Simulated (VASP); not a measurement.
Here is a VASP 6.6.1 calculation.

File INCAR:

```
  PREC = Accurate
  ENCUT = 500
  EDIFF = 1E-6
  ISMEAR = -5
  SIGMA = 0.1
  LREAL = F
  LASPH = T
  NELM = 120
  ALGO = Normal
  ISIF = 2
  LWAVE = F
  LCHARG = F
  GGA = PE
  NBANDS = 16
  GGA_COMPAT = F
```

Contents of KPOINTS:

```
Automatic mesh
0
Gamma
  6 6 6
```

POSCAR

```
ZnS
1.0
    0.0000000000      2.6936828773      2.6936828773
    2.6936828773      0.0000000000      2.6936828773
    2.6936828773      2.6936828773      0.0000000000
Zn S
1 1
Direct
    0.0000000000      0.0000000000      0.0000000000
    0.2500000000      0.2500000000      0.2500000000
```

Potentials or basis: VASP PAW PBE potentials, release 64 (Zn, S).

Command:

```bash
$ cat potpaw_PBE.64/Zn/POTCAR potpaw_PBE.64/S/POTCAR > POTCAR
$ mpirun -np 1 vasp_std > vasp.out
```

(1) What does it give for the band gap on the k mesh?

(2) What does it give for the pressure?

Results:

(1) 2.15 eV, direct.

(2) 2.5 GPa.
